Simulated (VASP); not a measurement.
Here is a VASP 6.6.1 calculation.

File INCAR:

```
SYSTEM = SiGeO4
PREC = Accurate
ENCUT = 520
EDIFF = 1E-6
ISMEAR = 0
SIGMA = 0.02
LREAL = .False.
LASPH = .True.
NELM = 80
ALGO = Normal
ISIF = 2
LWAVE = .False.
LCHARG = .False.
GGA = PE
NBANDS = 30
```

Contents of KPOINTS:

```
Automatic mesh
0
Gamma
  6 6 6
  0 0 0
```

File POSCAR:

```
SiGeO4
1.0
    0.0000000000      3.8257010711      3.8257010711
    3.8257010711      0.0000000000      3.8257010711
    3.8257010711      3.8257010711      0.0000000000
Si Ge O
1 1 4
Direct
    0.7500000000      0.7500000000      0.7500000000
    0.5000000000      0.5000000000      0.5000000000
    0.1123461779      0.6292179407      0.6292179407
    0.6292179407      0.1123461779      0.6292179407
    0.6292179407      0.6292179407      0.1123461779
    0.6292179407      0.6292179407      0.6292179407
```

Potentials or basis: VASP PAW PBE potentials, release 64 (Si, Ge_d, O).

Run with:

```bash
$ cat potpaw_PBE.64/Si/POTCAR potpaw_PBE.64/Ge_d/POTCAR potpaw_PBE.64/O/POTCAR > POTCAR
$ mpirun -np 1 vasp_std > vasp.out
```

**Question.** Estimate the band gap on the k mesh.

**Answer.** 4.39 eV.

**Question.** Estimate the pressure.

**Answer.** 3.8 GPa.

**Question.** What does it give for the largest force?

**Answer.** 0.117 eV/Å.

Forces on the atoms (eV/Å):
```
Si   0.000  0.000  0.000
Ge   0.000  0.000  0.000
O   -0.067  0.067  0.067
O    0.067 -0.067  0.067
O    0.067  0.067 -0.067
O   -0.067 -0.067 -0.067
```

Caveat: the cell stands under pressure. A k mesh can miss the band edges.
